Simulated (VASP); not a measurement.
# Sn: single point with PBEsol

The system is Sn.

```xyz
1
Lattice="-1.9515 1.9515 1.8662 1.9515 -1.9515 1.8662 1.9515 1.9515 -1.8662" Properties=species:S:1:pos:R:3 pbc="T T T"
Sn    0.0000    0.0000    0.0000
```

This cell differs from its parent crystal: strain +0.030 along x and y, -0.015 along z.

```yaml
Program: VASP 6.6.1
Task: single point
Functional: PBEsol
Potentials_or_basis: VASP PAW PBE potentials, release 64 (Sn_d)
Cutoff: 520 eV
k_mesh: 18 × 18 × 18
Occupations: gaussian, width 0.15 eV
Spin: no spin polarisation
```

```
Pressure               : -3.7 GPa
Band gap on the k mesh : zero (bands 7 and 8 overlap by 9.71 eV)
```

Stress tensor (GPa, compression positive):
```
-3.49  0.00  0.00
 0.00 -3.49  0.00
 0.00  0.00 -4.26
```

Levels at points of the mesh, in eV from the Fermi level:
| k point | band 4 | band 5 | band 6 | band 7 | band 8 | band 9 | band 10 | band 11 |
| --- | --- | --- | --- | --- | --- | --- | --- | --- |
| (0.00, 0.00, 0.00) | -21.31 | -21.29 | -10.78 | 7.43 | 7.43 | 7.74 | 11.86 | 11.90 |
| (0.50, 0.00, 0.00) | -21.30 | -21.23 | -6.28 | -4.16 | 3.29 | 5.02 | 7.50 | 7.89 |
| (0.50, 0.50, 0.00) | -21.31 | -21.23 | -6.56 | -4.28 | 3.82 | 5.77 | 8.15 | 8.61 |
| (0.50, 0.50, 0.50) | -21.25 | -21.24 | -2.80 | -0.69 | -0.69 | 0.13 | 3.66 | 4.12 |

Run time: 90 s on 1 thread of Intel(R) Xeon(R) 6975P-C (Granite Rapids) (shared host), peak memory 0.28 GiB.

Caveat: the cell differs from its parent crystal (strain +0.030 along x and y, -0.015 along z); the cell stands under tension; the PAW data sets were made with another functional, which shifts forces and pressure a little; spin-orbit coupling is left out, which moves the levels of the heavy elements.
